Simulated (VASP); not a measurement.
Input of a VASP 6.6.1 run:

The input INCAR:

```
PREC = Accurate
ENCUT = 520
EDIFF = 1E-6
ISMEAR = 0
SIGMA = 0.05
LREAL = False
LASPH = True
NELM = 60
ALGO = Normal
ISIF = 2
LWAVE = False
LCHARG = False
GGA = PE
IVDW = 12
NBANDS = 20
```

The input KPOINTS:

```
Automatic mesh
0
Gamma
  12 12 4
```

Contents of POSCAR:

```
Al2O3
1.0
    2.9708546968      0.0000000000      0.0000000000
   -1.4854273484      2.5728356383      0.0000000000
    0.0000000000      0.0000000000      9.1967031431
Al O
2 3
Direct
    0.0000000000      0.0000000000      0.1499923300
    0.0000000000      0.0000000000      0.8500076700
    0.3333333333      0.6666666667      0.2223169200
    0.6666666667      0.3333333333      0.0000000000
    0.3333333333      0.6666666667      0.7776830800
```

Potentials or basis: VASP PAW PBE potentials, release 64 (Al, O).

The run is started by

```sh
$ cat potpaw_PBE.64/Al/POTCAR potpaw_PBE.64/O/POTCAR > POTCAR
$ mpirun -np 1 vasp_std > vasp.out
```

**Question.** Predict the band gap on the k mesh.

**Answer.** 3.99 eV (least direct gap 4.19 eV).

**Question.** Estimate the pressure.

**Answer.** -9.1 GPa.

Stress tensor (GPa, compression positive):
```
-13.39   0.00   0.00
  0.00 -13.39   0.00
  0.00   0.00  -0.44
```

Caveat: the cell differs from its parent crystal (strain +0.030 along x and y, -0.015 along z); the stress differs along the axes, from -13 to -0 GPa. A k mesh can miss the band edges.
